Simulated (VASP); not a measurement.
The system is Ni.

```xyz
1
Lattice="0.0000 1.7600 1.7600 1.7600 0.0000 1.7600 1.7600 1.7600 0.0000" Properties=species:S:1:pos:R:3 pbc="T T T"
Ni    0.0000    0.0000    0.0000
```

* Program: VASP 6.6.1
* Task: relaxation of cell and atoms
* Functional: PBEsol
* Potentials or basis: VASP PAW PBE potentials, release 64 (Ni)
* Cutoff: 600 eV
* k mesh: 12 × 12 × 12
* Occupations: fermi-dirac, width 0.1 eV
* Spin: collinear spin, ferromagnetic start
* Starting moments: [1.5] μB

At the start: pressure -9.5 GPa; volume 10.90 Å³/atom.

Problem. Where does the relaxation end?

Solution. Over 3 steps the energy falls by 16.0 meV/atom and the volume is 10.39 Å³/atom (-4.7 %); space group Fm-3m (No. 225, to 0.1 Å) before and after; moment 0.59 μB per cell.

Step by step:
```tsv
step	energy change (eV)	largest force (eV/Å)	pressure (GPa)	volume (Å³)
1	0.0000	0.0000	-9.51	10.90
2	0.0008	0.0000	11.80	9.91
3	-0.0160	0.0000	-0.12	10.39
```

Final structure:
```cif
data_structure
_symmetry_space_group_name_H-M 'P 1'
_symmetry_Int_Tables_number 1
_cell_length_a 2.4497
_cell_length_b 2.4497
_cell_length_c 2.4497
_cell_angle_alpha 60.000
_cell_angle_beta 60.000
_cell_angle_gamma 60.000
_cell_volume 10.39
loop_
_atom_site_label
_atom_site_type_symbol
_atom_site_fract_x
_atom_site_fract_y
_atom_site_fract_z
_atom_site_occupancy
Ni1 Ni 0.00000 0.00000 0.00000 1
```

Caveat: the PAW data sets were made with another functional, which shifts forces and pressure a little.
